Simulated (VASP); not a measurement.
# ZrAl2N3 (P-6m2) in VASP: a series of runs

Runs on ZrAl2N3. Level: PBE. Tasks: single point, relaxation of cell and atoms.

All numbers are computed with VASP 6.6.1; they aren't measurements. Logs are shortened: lines on timing, memory, paths and dates and some standing lists are left out, and cuts for length are marked.

### Step 1. The cell of the first run

Symmetry: P-6m2, No. 187, hexagonal system. The conventional cell has a = 2.975 Å, b = 2.975 Å, c = 15.824 Å, α = 90.00°, β = 90.00°, γ = 120.00°. Zr (site symmetry 3m) has 6 N at 2.25 to 2.26 Å and 6 Zr at 2.98 Å within 3.0 Å. Within 2.8 Å of Al (site symmetry -6m2) lie 6 N at 2.11 Å. Within 2.8 Å of Al (site symmetry 3m) lie 6 N at 2.11 to 2.14 Å. Al (site symmetry -6m2) has 6 N at 2.14 Å within 2.8 Å. Within 2.8 Å of N (site symmetry 3m) lie 3 Al at 2.11 Å and 3 Zr at 2.25 Å and 1 N at 2.44 Å. N (site symmetry 3m) has 3 Al at 2.11 Å and 3 Zr at 2.26 Å and 1 N at 2.50 Å within 2.8 Å. N (site symmetry 3m) has 6 Al at 2.14 Å and 2 N at 2.50 to 2.54 Å within 2.8 Å.

### Step 2. Single point, PBE

File INCAR:

```
PREC = Accurate
ENCUT = 520
EDIFF = 1E-7
ISMEAR = 0
SIGMA = 0.1
LREAL = False
LASPH = True
NELM = 60
ALGO = Normal
ISIF = 2
LWAVE = False
LCHARG = False
GGA = PE
NBANDS = 45
```

File KPOINTS:

```
regular mesh
0
Gamma
  6 6 1
```

File POSCAR:

```
ZrAl2N3
1.0
    2.9752590688      0.0000000026      0.0000000000
   -1.4876295366      2.5766499351      0.0000000000
    0.0000000000      0.0000000000     15.8241124633
Zr Al N
2 4 6
Direct
    0.6666666667      0.3333333333      0.1693583534
    0.6666666667      0.3333333333      0.8306416466
    0.3333333333      0.6666666667      0.0000000000
    0.3333333333      0.6666666667      0.3393151161
    0.3333333333      0.6666666667      0.6606848839
    0.6666666667      0.3333333333      0.5000000000
    0.0000000000      0.0000000000      0.9229038332
    0.0000000000      0.0000000000      0.2619754432
    0.0000000000      0.0000000000      0.5801928283
    0.0000000000      0.0000000000      0.0770961668
    0.0000000000      0.0000000000      0.4198071717
    0.0000000000      0.0000000000      0.7380245568
```

Potentials or basis: VASP PAW PBE potentials, release 64 (Zr_sv, Al, N).

On the command line:

```console
cat potpaw_PBE.64/Zr_sv/POTCAR potpaw_PBE.64/Al/POTCAR potpaw_PBE.64/N/POTCAR > POTCAR
mpirun -np 1 vasp_std > vasp.out
```

OUTCAR:

```text
PREC = Accurate
   ENCUT = 520
   EDIFF = 1E-7
   ISMEAR = 0
   LREAL = False
   LASPH = True
   NELM = 60
   ISIF = 2
   GGA = PE

 ion  position               nearest neighbor table
   1  0.667  0.333  0.169-  10 2.25  10 2.25  10 2.25   8 2.26   8 2.26   8 2.26   3 3.18   3 3.18
                             3 3.18   4 3.19   4 3.19   4 3.19
   2  0.667  0.333  0.831-   7 2.25   7 2.25   7 2.25  12 2.26  12 2.26  12 2.26   3 3.18   3 3.18
                             3 3.18   5 3.19   5 3.19   5 3.19
   3  0.333  0.667  0.000-   7 2.11  10 2.11   7 2.11  10 2.11   7 2.11  10 2.11   1 3.18   2 3.18
                             1 3.18   2 3.18   1 3.18   2 3.18
   4  0.333  0.667  0.339-   8 2.11   8 2.11   8 2.11  11 2.14  11 2.14  11 2.14   6 3.07   6 3.07
                             6 3.07   1 3.19   1 3.19   1 3.19
   5  0.333  0.667  0.661-  12 2.11  12 2.11  12 2.11   9 2.14   9 2.14   9 2.14   6 3.07   6 3.07
                             6 3.07   2 3.19   2 3.19   2 3.19
   6  0.667  0.333  0.500-   9 2.14  11 2.14   9 2.14  11 2.14   9 2.14  11 2.14   4 3.07   5 3.07
                             4 3.07   5 3.07   4 3.07   5 3.07
   7  0.000  0.000  0.923-   3 2.11   3 2.11   3 2.11   2 2.25   2 2.25   2 2.25
   8  0.000  0.000  0.262-   4 2.11   4 2.11   4 2.11   1 2.26   1 2.26   1 2.26
   9  0.000  0.000  0.580-   6 2.14   6 2.14   6 2.14   5 2.14   5 2.14   5 2.14
  10  0.000  0.000  0.077-   3 2.11   3 2.11   3 2.11   1 2.25   1 2.25   1 2.25
  11  0.000  0.000  0.420-   6 2.14   6 2.14   6 2.14   4 2.14   4 2.14   4 2.14
  12  0.000  0.000  0.738-   5 2.11   5 2.11   5 2.11   2 2.26   2 2.26   2 2.26

  LATTYP: Found a hexagonal cell.
 ALAT       =     2.9752590688
 C/A-ratio  =     5.3185662483

  Lattice vectors:

 A1 = (   2.9752590688,   0.0000000026,   0.0000000000)
 A2 = (  -1.4876295366,   2.5766499351,   0.0000000000)
 A3 = (   0.0000000000,   0.0000000000,  15.8241124633)

Analysis of symmetry for initial positions (statically):
=====================================================================
 Subroutine PRICEL returns:
 Original cell was already a primitive cell.

 Routine SETGRP: Setting up the symmetry group for a
 hexagonal supercell.

 Subroutine GETGRP returns: Found 12 space group operations
 (whereof 12 operations were pure point group operations)
 out of a pool of 24 trial point group operations.

The static configuration has the point symmetry D_3h.

Analysis of symmetry for dynamics (positions and initial velocities):
=====================================================================
 Subroutine PRICEL returns:
 Original cell was already a primitive cell.

 Routine SETGRP: Setting up the symmetry group for a
 hexagonal supercell.

 Subroutine GETGRP returns: Found 12 space group operations
 (whereof 12 operations were pure point group operations)
 out of a pool of 24 trial point group operations.

The dynamic configuration has the point symmetry D_3h.

 Subroutine INISYM returns: Found 12 space group operations
 (whereof 12 operations are pure point group operations),
 and found     1 'primitive' translations

----------------------------------------------------------------------------------------

                                     Primitive cell

  volume of cell :     121.3108

  direct lattice vectors                    reciprocal lattice vectors
     2.975259069  0.000000003  0.000000000     0.336105185  0.194050419  0.000000000
    -1.487629537  2.576649935  0.000000000    -0.000000000  0.388100838  0.000000000
     0.000000000  0.000000000 15.824112463     0.000000000  0.000000000  0.063194697

  length of vectors
     2.975259069  2.975259069 15.824112463     0.388100838  0.388100838  0.063194697

  position of ions in fractional coordinates (direct lattice)
     0.666666667  0.333333333  0.169358353
     0.666666667  0.333333333  0.830641647
     0.333333333  0.666666667  0.000000000
     0.333333333  0.666666667  0.339315116
     0.333333333  0.666666667  0.660684884
     0.666666667  0.333333333  0.500000000
     0.000000000  0.000000000  0.922903833
     0.000000000  0.000000000  0.261975443
     0.000000000  0.000000000  0.580192828
     0.000000000  0.000000000  0.077096167
     0.000000000  0.000000000  0.419807172
     0.000000000  0.000000000  0.738024557

  ion indices of the primitive-cell ions
   primitive index   ion index
                 1           1
                 2           2
                 3           3
                 4           4
                 5           5
                 6           6
                 7           7
                 8           8
                 9           9
                10          10
                11          11
                12          12

----------------------------------------------------------------------------------------

 KPOINTS: regular mesh

Automatic generation of k-mesh.
 Grid dimensions read from file:
 generate k-points for:    6    6    1

 Generating k-lattice:

  Cartesian coordinates                     Fractional coordinates (reciprocal lattice)
     0.056017531  0.032341737  0.000000000     0.166666667 -0.000000000  0.000000000
    -0.000000000  0.064683473  0.000000000     0.000000000  0.166666667  0.000000000
     0.000000000  0.000000000  0.063194697     0.000000000  0.000000000  1.000000000

  Length of vectors
     0.064683473  0.064683473  0.063194697

  Shift w.r.t. Gamma in fractional coordinates (k-lattice)
     0.000000000  0.000000000  0.000000000

 Subroutine IBZKPT returns following result:
 ===========================================

 Found      7 irreducible k-points:

 Following reciprocal coordinates:
            Coordinates               Weight
  0.000000  0.000000  0.000000      1.000000
  0.166667 -0.000000  0.000000      6.000000
  0.333333 -0.000000  0.000000      6.000000
  0.500000  0.000000  0.000000      3.000000
  0.166667  0.166667  0.000000      6.000000
  0.333333  0.166667  0.000000     12.000000
  0.333333  0.333333  0.000000      2.000000
   k-points           NKPTS =      7   k-points in BZ     NKDIM =      7   number of bands    NBANDS=     45
   number of dos      NEDOS =    301   number of ions     NIONS =     12
   total plane-waves  NPLWV =  69120
   dimension x,y,z NGX =    24 NGY =   24 NGZ =  120
   dimension x,y,z NGXF=    48 NGYF=   48 NGZF=  240
   ions per type =               2   4   6
   NGX,Y,Z   is equivalent  to a cutoff of  13.41, 13.41, 12.61 a.u.
   NGXF,Y,Z  is equivalent  to a cutoff of  26.82, 26.82, 25.21 a.u.
 SYSTEM =  unknown system
   PREC   = accura    normal or accurate (medium, high low for compatibility)
   ISTART =      0    job   : 0-new  1-cont  2-samecut
   ICHARG =      2    charge: 1-file 2-atom 10-const
   ISPIN  =      1    spin polarized calculation?
   LNONCOLLINEAR =      F non collinear calculations
   LSORBIT =      F    spin-orbit coupling
   LASPH  =      T    aspherical Exc in radial PAW
   ENCUT  =  520.0 eV  38.22 Ry    6.18 a.u.   5.53  5.53 29.42*2*pi/ulx,y,z
   NELM   =     60;   NELMIN=  2; NELMDL= -5     # of ELM steps
   EDIFF  = 0.1E-06   stopping-criterion for ELM
   LREAL  =      F    real-space projection
   EDIFFG = 0.1E-05   stopping-criterion for IOM
   NSW    =      0    number of steps for IOM
   IBRION =     -1    ionic relax: 0-MD 1-quasi-New 2-CG
   NFREE  =      0    steps in history (QN), initial steepest desc. (CG)
   ISIF   =      2    stress and relaxation
   ISYM   =      2    0-nonsym 1-usesym 2-fastsym
   POTIM  = 0.5000    time-step for ionic-motion
   TEBEG  =    0.0;   TEEND  =   0.0 temperature during run
   PSTRESS=    0.0 pullay stress
   NELECT =      66.0000    total number of electrons
   NUPDOWN=      -1.0000    fix difference up-down
   EMIN   =  10.00;   EMAX   =-10.00  energy-range for DOS
   EFERMI =   0.00;   METHOD = LEGACY
   ISMEAR =     0;   SIGMA  =   0.10  broadening in eV -4-tet -1-fermi 0-gaus
   EFERMI_NEDOS =   21; number of points for ismear=-14 and -15
   IALGO  =     38    algorithm
   IMIX   =      4    mixing-type and parameters
     AMIX     =   0.40;   BMIX     =  1.00
     AMIX_MAG =   1.60;   BMIX_MAG =  1.00
  volume/ion in A,a.u.               =      10.11        68.22
  Fermi-wavevector in a.u.,A,eV,Ry     =   1.336461  2.525545 24.301747  1.786128
  Thomas-Fermi vector in A             =   2.465086
   LORBIT       =      0    0 simple, 1 ext, 2 COOP (PROOUT), +10 PAW based schemes
   GGA     = PE    functional components
   LHFCALC =     F    Hartree Fock is set to
   AEXX    =    0.0000 exact exchange contribution
   IVDW    =     0    specifies the selected vdW correction
   LEPSILON=     F    determine dielectric tensor
   LRPA    =     F    only Hartree local field effects (RPA)
 non-spin polarized calculation
 Gauss-broadening in eV      SIGMA  =   0.10
  energy-cutoff  :      520.00
  volume of cell :      121.31
 maximum number of plane-waves:      3323
 NGX is ok and might be reduce to    24
   NGX = 11   NGY = 11   NGZ = 59

 number of electron      66.0000006 magnetization

 Free energy of the ion-electron system (eV)
  ---------------------------------------------------
  ext. energy  EPLUGINS =         0.00000000
  ---------------------------------------------------
  free energy    TOTEN  =       -92.68071906 eV

  energy without entropy =      -92.65830905  energy(sigma->0) =      -92.66951406

 E-fermi :  10.6904     XC(G=0): -12.0864

 val. band max:       10.5687393958   @ k =   0.1667   0.1667   0.0000
 cond. band min:      10.7241628008   @ k =   0.3333  -0.0000   0.0000
 fundamental gap:      0.1554234050
 Fermi energy:        10.6903780904

 k-point     1 :       0.0000    0.0000    0.0000
  band No.  band energies     occupation
      1     -38.0078      2.00000
      2     -38.0078      2.00000
      3     -16.4721      2.00000
      4     -16.4620      2.00000
      5     -15.3495      2.00000
      6     -15.3495      2.00000
[... 325 lines left out ...]
     44      16.6465      0.00000
     45      17.3558      0.00000

------------------------ aborting loop because EDIFF is reached ----------------------------------------

  FORCE on cell =-STRESS in cart. coord.  units (eV):
  Direction    XX          YY          ZZ          XY          YZ          ZX
  --------------------------------------------------------------------------------------
  -------------------------------------------------------------------------------------
  Total        0.0072368      0.0072368      0.0189686      0.0000000      0.0000000      0.0000000
  in kB        0.0955783      0.0955783      0.2505223      0.0000000      0.0000000      0.0000000
  external PRESSURE =       0.1472263 kB  Pullay stress =       0.0000000 kB

 VOLUME and BASIS-vectors are now :
 -----------------------------------------------------------------------------
  energy-cutoff  :      520.00
  volume of cell :      121.31
      direct lattice vectors                 reciprocal lattice vectors
     2.975259069  0.000000003  0.000000000     0.336105185  0.194050419  0.000000000
    -1.487629537  2.576649935  0.000000000    -0.000000000  0.388100838  0.000000000
     0.000000000  0.000000000 15.824112463     0.000000000  0.000000000  0.063194697

 POSITION                                       TOTAL-FORCE (eV/Angst)
 -----------------------------------------------------------------------------------
      1.48763      0.85888      2.67995        -0.000000      0.000000      0.000215
      1.48763      0.85888     13.14417        -0.000000      0.000000     -0.000215
     -0.00000      1.71777      0.00000         0.000000      0.000000      0.000000
     -0.00000      1.71777      5.36936        -0.000000      0.000000     -0.001070
     -0.00000      1.71777     10.45475         0.000000     -0.000000      0.001070
      1.48763      0.85888      7.91206         0.000000     -0.000000      0.000000
      0.00000      0.00000     14.60413        -0.000000     -0.000000      0.017612
      0.00000      0.00000      4.14553        -0.000000     -0.000000      0.018546
      0.00000      0.00000      9.18104        -0.000000     -0.000000      0.005404
      0.00000      0.00000      1.21998        -0.000000     -0.000000     -0.017612
      0.00000      0.00000      6.64308        -0.000000     -0.000000     -0.005404
      0.00000      0.00000     11.67858        -0.000000     -0.000000     -0.018546
 -----------------------------------------------------------------------------------
    total drift:                                0.000000     -0.000000      0.000000

  FREE ENERGIE OF THE ION-ELECTRON SYSTEM (eV)
  ---------------------------------------------------
  free  energy   TOTEN  =       -92.6807190641 eV

  energy  without entropy=      -92.6583090477  energy(sigma->0) =      -92.66951406
```

Run time: 41 s. Hardware: 1 thread of AMD EPYC 9R45 (Zen 5), shared host; peak memory 0.22 GiB.

What came out:

- Free energy: -92.6807 eV
- Pressure: 0.0 GPa
- Largest force: 0.019 eV/Å
- Band gap on the k mesh: zero (bands 33 and 34 overlap by 0.85 eV)

Forces on the atoms (eV/Å):
```
Zr   0.000  0.000  0.000
Zr   0.000  0.000  0.000
Al   0.000  0.000  0.000
Al   0.000  0.000 -0.001
Al   0.000  0.000  0.001
Al   0.000  0.000  0.000
N    0.000  0.000  0.018
N    0.000  0.000  0.019
N    0.000  0.000  0.005
N    0.000  0.000 -0.018
N    0.000  0.000 -0.005
N    0.000  0.000 -0.019
```

Caveat: the k points lie up to 0.41 Å⁻¹ apart, too coarse for converged energies and pressures of a metal.

(Part 1 of 2 ends here.)
